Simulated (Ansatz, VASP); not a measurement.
# One calculation of Cd, two programs

Contents of INCAR:

```
  PREC = Accurate
  ENCUT = 520
  EDIFF = 1E-6
  ISMEAR = -1
  SIGMA = 0.08
  LREAL = False
  LASPH = True
  NELM = 80
  ALGO = Normal
  ISIF = 2
  LWAVE = False
  LCHARG = True
  GGA = PS
  LELF = True
  LVHAR = True
  NBANDS = 12
```

File KPOINTS:

```
regular mesh
0
Gamma
  17 17 17
```

Contents of POSCAR:

```
Cd
1.0
    0.0000000000      1.6515521524      1.6515521524
    1.6515521524      0.0000000000      1.6515521524
    1.6515521524      1.6515521524      0.0000000000
Cd
1
Direct
    0.0000000000      0.0000000000      0.0000000000
```

Input for Ansatz:

```yaml
crystal:
  lattice:
    - [0.0, 1.6515521524, 1.6515521524]
    - [1.6515521524, 0.0, 1.6515521524]
    - [1.6515521524, 1.6515521524, 0.0]
  atoms:
    - { symbol: Cd, position: [0.0, 0.0, 0.0] }
kpoints:
  mp_grid: { grid: [17, 17, 17] }
  band_path:
    path:
      - [0.0, 0.0, 0.0]
      - [0.5, 0.0, 0.5]
      - [0.625, 0.25, 0.625]
      - [0.375, 0.375, 0.75]
      - [0.0, 0.0, 0.0]
      - [0.5, 0.5, 0.5]
      - [0.5, 0.25, 0.75]
      - [0.5, 0.0, 0.5]
    npoints: 8
scf:
  occupations: { method: fermi_dirac, width: 0.08 }
hamiltonian:
  xc: pbesol
  pseudopotentials: { kind: paw }
output:
  forces: true
  stress: true
  eigenvalues: true
  populations: true
  dos: { projected: true, de: 0.2, e_range: [-14, 8] }
```

Change from the starting cell: volume scaled by 0.43, PAW files.

Alike in both runs: task single point; functional PBEsol; k mesh 17 × 17 × 17; occupations fermi-dirac, width 0.08 eV; no spin polarisation.

```csv
,VASP,Ansatz
version,VASP 6.6.1,Ansatz 0.2.0
potentials or method,"VASP PAW PBE potentials, release 64 (Cd)","PAW with Ansatz's default frozen-core files, scalar-relativistic"
plane-wave cutoff (eV),520,420
valence electrons in the cell,12,20
```

|  | VASP | Ansatz | Ansatz less VASP |
| --- | --- | --- | --- |
| pressure (GPa) | 533.6 | 504.3 | -29.34 |

VASP's potentials were made for PBE, not for PBEsol. Both programs put the cell under a high pressure, so it lies far from rest at this level. With one functional, cell and mesh, what is left measures potentials, basis and numerics. VASP's potentials hold 12 valence electrons a cell and Ansatz's 20, so a difference there can come from the potentials and not from the codes.

Noted on VASP's run: the cell as given lies far from equilibrium.
